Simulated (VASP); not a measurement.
# Zr3N4 (I-43d) in VASP: relaxation of the atoms with PBE

Aim: the relaxation of the atoms of Zr3N4 with PBE.

Everything below comes from runs of VASP 6.6.1. Logs are shortened: lines on timing, memory, paths and dates and some standing lists are left out, and cuts for length are marked.

### 1 The cell of the first run

It takes space group I-43d (No. 220, cubic). The conventional cell has a = 6.602 Å, b = 6.602 Å, c = 6.602 Å, α = 90.00°, β = 90.00°, γ = 90.00°. Zr (site symmetry -4) has 8 N at 2.18 to 2.39 Å within 2.9 Å. N (site symmetry 3) has 6 Zr at 2.18 to 2.39 Å and 5 N at 2.56 to 2.86 Å within 2.9 Å.

### 2 Relaxation of the atoms, PBE (10.28 Å³/atom)

The input, INCAR:

```
SYSTEM = Zr3N4
PREC     = Accurate       ! precision mode
ENCUT    = 520            ! plane-wave cutoff, eV
EDIFF    = 1E-7           ! SCF threshold, eV
ISMEAR   = -1             ! smearing method
SIGMA    = 0.02           ! smearing width, eV
LREAL    = .FALSE.        ! projectors in reciprocal space
LASPH    = .TRUE.         ! aspherical terms in the spheres
NELM     = 120            ! most SCF steps
ALGO     = Normal         ! electronic algorithm
ISIF     = 2              ! what is computed and relaxed
LWAVE    = .FALSE.        ! write WAVECAR
LCHARG   = .FALSE.        ! write CHGCAR
GGA      = PE             ! functional
IBRION   = 2              ! ionic algorithm
NSW      = 80             ! ionic steps
EDIFFG   = -0.02          ! ionic threshold
GGA_COMPAT= .FALSE.      
NELMIN   = 4            
KPAR     = 4
```

The input, KPOINTS:

```
Automatic mesh
0
G
  6 6 6
  0 0 0
```

The input, POSCAR:

```
Zr3N4
1.0
   -3.3012051864      3.3012051864      3.3012051864
    3.3012051864     -3.3012051864      3.3012051864
    3.3012051864      3.3012051864     -3.3012051864
Zr N
6 8
Direct
    0.2500000000      0.6250000000      0.3750000000
    0.3750000000      0.2500000000      0.6250000000
    0.7500000000      0.8750000000      0.1250000000
    0.1250000000      0.7500000000      0.8750000000
    0.6250000000      0.3750000000      0.2500000000
    0.8750000000      0.1250000000      0.7500000000
    0.1374207936      0.1374207936      0.1374207936
    0.8625792064      0.5000000000      0.0000000000
    0.5000000000      0.0000000000      0.3625792064
    0.0000000000      0.8625792064      0.5000000000
    0.3625792064      0.5000000000      0.0000000000
    0.6374207936      0.6374207936      0.6374207936
    0.0000000000      0.3625792064      0.5000000000
    0.5000000000      0.0000000000      0.8625792064
```

Potentials or basis: VASP PAW PBE potentials, release 64 (Zr_sv, N).

Command:

```sh
cat potpaw_PBE.64/Zr_sv/POTCAR potpaw_PBE.64/N/POTCAR > POTCAR
mpirun -np 4 vasp_std > vasp.out
```

OUTCAR:

```text
SYSTEM = Zr3N4
   PREC = Accurate
   ENCUT = 520
   EDIFF = 1E-7
   ISMEAR = -1
   LREAL = .FALSE.
   LASPH = .TRUE.
   NELM = 120
   ISIF = 2
   GGA = PE
   IBRION = 2
   NSW = 80
   EDIFFG = -0.02
   NELMIN = 4

 ion  position               nearest neighbor table
   1  0.250  0.625  0.375-   8 2.18  12 2.18   9 2.18  13 2.18  11 2.39   7 2.39  10 2.39  14 2.39
                             4 3.09   2 3.09   2 3.09   4 3.09   5 3.09   6 3.09   6 3.09   5 3.09
   2  0.375  0.250  0.625-   9 2.18  10 2.18  11 2.18  12 2.18   7 2.39   8 2.39  13 2.39  14 2.39
                             1 3.09   5 3.09   1 3.09   3 3.09   5 3.09   6 3.09   6 3.09   3 3.09
   3  0.750  0.875  0.125-   7 2.18  10 2.18  11 2.18  14 2.18   9 2.39  12 2.39  13 2.39   8 2.39
                             4 3.09   6 3.09   4 3.09   2 3.09   5 3.09   5 3.09   2 3.09   6 3.09
   4  0.125  0.750  0.875-   7 2.18  13 2.18   8 2.18  14 2.18  11 2.39  12 2.39   9 2.39  10 2.39
                             3 3.09   3 3.09   1 3.09   1 3.09   6 3.09   5 3.09   6 3.09   5 3.09
   5  0.625  0.375  0.250-  14 2.18  12 2.18  13 2.18  11 2.18   7 2.39   8 2.39   9 2.39  10 2.39
                             2 3.09   4 3.09   1 3.09   1 3.09   3 3.09   2 3.09   3 3.09   4 3.09
   6  0.875  0.125  0.750-   9 2.18   8 2.18   7 2.18  10 2.18  11 2.39  12 2.39  13 2.39  14 2.39
                             3 3.09   1 3.09   2 3.09   4 3.09   4 3.09   3 3.09   2 3.09   1 3.09
   7  0.137  0.137  0.137-   3 2.18   4 2.18   6 2.18   2 2.39   5 2.39   1 2.39
   8  0.863  0.500  0.000-   1 2.18   4 2.18   6 2.18   2 2.39   5 2.39   3 2.39
   9  0.500  0.000  0.363-   2 2.18   6 2.18   1 2.18   4 2.39   5 2.39   3 2.39
  10  0.000  0.863  0.500-   2 2.18   3 2.18   6 2.18   4 2.39   5 2.39   1 2.39
  11  0.363  0.500  0.000-   2 2.18   3 2.18   5 2.18   4 2.39   1 2.39   6 2.39
  12  0.637  0.637  0.637-   1 2.18   2 2.18   5 2.18   4 2.39   3 2.39   6 2.39
  13  0.000  0.363  0.500-   4 2.18   1 2.18   5 2.18   2 2.39   3 2.39   6 2.39
  14  0.500  0.000  0.863-   3 2.18   5 2.18   4 2.18   2 2.39   1 2.39   6 2.39

  LATTYP: Found a body centered cubic cell.
 ALAT       =     6.6024103728

  Lattice vectors:

 A1 = (  -3.3012051864,   3.3012051864,   3.3012051864)
 A2 = (   3.3012051864,  -3.3012051864,   3.3012051864)
 A3 = (   3.3012051864,   3.3012051864,  -3.3012051864)

Analysis of symmetry for initial positions (statically):
=====================================================================
 Subroutine PRICEL returns:
 Original cell was already a primitive cell.

 Routine SETGRP: Setting up the symmetry group for a
 body centered cubic supercell.

 Subroutine GETGRP returns: Found 24 space group operations
 (whereof  3 operations were pure point group operations)
 out of a pool of 48 trial point group operations.

The static configuration has the point symmetry C_3 .
 The point group associated with its full space group is T_d .

Analysis of symmetry for dynamics (positions and initial velocities):
=====================================================================
 Subroutine PRICEL returns:
 Original cell was already a primitive cell.

[... 123 lines left out ...]
   EDIFF  = 0.1E-06   stopping-criterion for ELM
   LREAL  =      F    real-space projection
   EDIFFG = -.2E-01   stopping-criterion for IOM
   NSW    =     80    number of steps for IOM
   IBRION =      2    ionic relax: 0-MD 1-quasi-New 2-CG
   NFREE  =      1    steps in history (QN), initial steepest desc. (CG)
   ISIF   =      2    stress and relaxation
   ISYM   =      2    0-nonsym 1-usesym 2-fastsym
   POTIM  = 0.5000    time-step for ionic-motion
   TEBEG  =    0.0;   TEEND  =   0.0 temperature during run
   PSTRESS=    0.0 pullay stress
   NELECT =     112.0000    total number of electrons
   NUPDOWN=      -1.0000    fix difference up-down
   EMIN   =  10.00;   EMAX   =-10.00  energy-range for DOS
   EFERMI =   0.00;   METHOD = LEGACY
   ISMEAR =    -1;   SIGMA  =   0.02  broadening in eV -4-tet -1-fermi 0-gaus
   EFERMI_NEDOS =   21; number of points for ismear=-14 and -15
   IALGO  =     38    algorithm
   IMIX   =      4    mixing-type and parameters
     AMIX     =   0.40;   BMIX     =  1.00
     AMIX_MAG =   1.60;   BMIX_MAG =  1.00
  volume/ion in A,a.u.               =      10.28        69.37
  Fermi-wavevector in a.u.,A,eV,Ry     =   1.505873  2.845687 30.853295  2.267653
  Thomas-Fermi vector in A             =   2.616665
   LORBIT       =      0    0 simple, 1 ext, 2 COOP (PROOUT), +10 PAW based schemes
   GGA     = PE    functional components
   LHFCALC =     F    Hartree Fock is set to
   AEXX    =    0.0000 exact exchange contribution
   IVDW    =     0    specifies the selected vdW correction
   LEPSILON=     F    determine dielectric tensor
   LRPA    =     F    only Hartree local field effects (RPA)
 conjugate gradient relaxation of ions
 non-spin polarized calculation
  energy-cutoff  :      520.00
  volume of cell :      143.91
 maximum number of plane-waves:      3925
 NGX is ok and might be reduce to    48
   NGX = 21   NGY = 21   NGZ = 21

--------------------------------------- Ionic step        1  -------------------------------------------

 number of electron     111.9999995 magnetization

 Free energy of the ion-electron system (eV)
  ---------------------------------------------------
  ext. energy  EPLUGINS =         0.00000000
  ---------------------------------------------------
  free energy    TOTEN  =      -138.17164223 eV

  energy without entropy =     -138.17164223  energy(sigma->0) =     -138.17164223

------------------------ aborting loop because EDIFF is reached ----------------------------------------

  FORCE on cell =-STRESS in cart. coord.  units (eV):
  Direction    XX          YY          ZZ          XY          YZ          ZX
  --------------------------------------------------------------------------------------
  -------------------------------------------------------------------------------------
  Total       21.6109308     21.6109308     21.6109308      0.0000000      0.0000000      0.0000000
  in kB      240.6060305    240.6060305    240.6060305      0.0000000      0.0000000      0.0000000
  external PRESSURE =     240.6060305 kB  Pullay stress =       0.0000000 kB
[... 83 lines left out ...]
--------------------------------------- Ionic step        3  -------------------------------------------

 number of electron     111.9999995 magnetization

 Free energy of the ion-electron system (eV)
  ---------------------------------------------------
  ext. energy  EPLUGINS =         0.00000000
  ---------------------------------------------------
  free energy    TOTEN  =      -138.25631929 eV

  energy without entropy =     -138.25631929  energy(sigma->0) =     -138.25631929

 E-fermi :  11.7203     XC(G=0): -13.0375

 val. band max:       11.2190653084   @ k =   0.1667   0.0000   0.0000
 cond. band min:      12.1455133075   @ k =   0.0000   0.0000   0.0000
 fundamental gap:      0.9264479991
 Fermi energy:        11.7203092833

 k-point     1 :       0.0000    0.0000    0.0000
  band No.  band energies     occupation
      1     -37.0513      2.00000
      2     -36.8640      2.00000
      3     -36.8640      2.00000
      4     -36.8640      2.00000
      5     -36.8037      2.00000
      6     -36.8037      2.00000
[... 1150 lines left out ...]
  FREE ENERGIE OF THE ION-ELECTRON SYSTEM (eV)
  ---------------------------------------------------
  free  energy   TOTEN  =      -138.2563192948 eV

  energy  without entropy=     -138.2563192948  energy(sigma->0) =     -138.25631929

 reached required accuracy - stopping structural energy minimisation
```

CONTCAR:

```text
Zr3N4
   1.00000000000000
    -3.3012051863999998    3.3012051863999998    3.3012051863999998
     3.3012051863999998   -3.3012051863999998    3.3012051863999998
     3.3012051863999998    3.3012051863999998   -3.3012051863999998
  Zr              N
     6     8
Direct
     0.2500000000000000    0.6250000000000000    0.3750000000000000
[... 17 lines left out ...]
  0.00000000E+00  0.00000000E+00  0.00000000E+00
  0.00000000E+00  0.00000000E+00  0.00000000E+00
  0.00000000E+00  0.00000000E+00  0.00000000E+00
  0.00000000E+00  0.00000000E+00  0.00000000E+00
  0.00000000E+00  0.00000000E+00  0.00000000E+00
  0.00000000E+00  0.00000000E+00  0.00000000E+00
  0.00000000E+00  0.00000000E+00  0.00000000E+00
  0.00000000E+00  0.00000000E+00  0.00000000E+00
  0.00000000E+00  0.00000000E+00  0.00000000E+00
  0.00000000E+00  0.00000000E+00  0.00000000E+00
  0.00000000E+00  0.00000000E+00  0.00000000E+00
```

It took 5.9 min on 4 MPI ranks of Intel Xeon Platinum 8375C at 2.90GHz (Ice Lake), shared host; peak memory 0.38 GiB.

Results:

- Free energy: -138.2563 eV
- Energy gained by relaxing: 6.0 meV/atom
- Ionic steps: 3
- Pressure after relaxing: 21.5 GPa
- Largest force after relaxing: 0.020 eV/Å
- Band gap on the k mesh: 0.93 eV (least direct gap 0.96 eV)

Forces on the atoms (eV/Å):
```
Zr   0.000  0.000  0.000
Zr   0.000  0.000  0.000
Zr   0.000  0.000  0.000
Zr   0.000  0.000  0.000
Zr   0.000  0.000  0.000
Zr   0.000  0.000  0.000
N   -0.011 -0.011 -0.011
N   -0.011  0.011  0.011
N    0.011  0.011 -0.011
N    0.011 -0.011  0.011
N   -0.011  0.011  0.011
N   -0.011 -0.011 -0.011
N    0.011 -0.011  0.011
N    0.011  0.011 -0.011
```

Step by step:
| step | energy change (eV) | largest force (eV/Å) | pressure (GPa) |
| --- | --- | --- | --- |
| 1 | 0.0000 | 0.3826 | 24.06 |
| 2 | -0.0474 | 0.2581 | 23.13 |
| 3 | -0.0847 | 0.0198 | 21.54 |

Final structure:
```yaml
crystal:
  lattice:
    - [-3.30121, 3.30121, 3.30121]
    - [3.30121, -3.30121, 3.30121]
    - [3.30121, 3.30121, -3.30121]
  atoms:
    - { symbol: Zr, position: [0.25000, 0.62500, 0.37500] }
    - { symbol: Zr, position: [0.37500, 0.25000, 0.62500] }
    - { symbol: Zr, position: [0.75000, 0.87500, 0.12500] }
    - { symbol: Zr, position: [0.12500, 0.75000, 0.87500] }
    - { symbol: Zr, position: [0.62500, 0.37500, 0.25000] }
    - { symbol: Zr, position: [0.87500, 0.12500, 0.75000] }
    - { symbol: N, position: [0.14734, 0.14734, 0.14734] }
    - { symbol: N, position: [0.85266, 0.50000, 0.00000] }
    - { symbol: N, position: [0.50000, 0.00000, 0.35266] }
    - { symbol: N, position: [0.00000, 0.85266, 0.50000] }
    - { symbol: N, position: [0.35266, 0.50000, 0.00000] }
    - { symbol: N, position: [0.64734, 0.64734, 0.64734] }
    - { symbol: N, position: [0.00000, 0.35266, 0.50000] }
    - { symbol: N, position: [0.50000, 0.00000, 0.85266] }
```

Levels at points of the mesh, in eV from the valence-band top:
```tsv
k point	band 54	band 55	band 56	band 57	band 58	band 59
(0.00, 0.00, 0.00)	-0.03	-0.03	-0.03	0.93	0.93	1.64
(0.50, 0.00, 0.00)	-1.64	-0.58	-0.58	2.28	2.28	2.65
(0.50, 0.50, 0.50)	-0.25	-0.25	-0.25	3.48	3.48	3.48
```
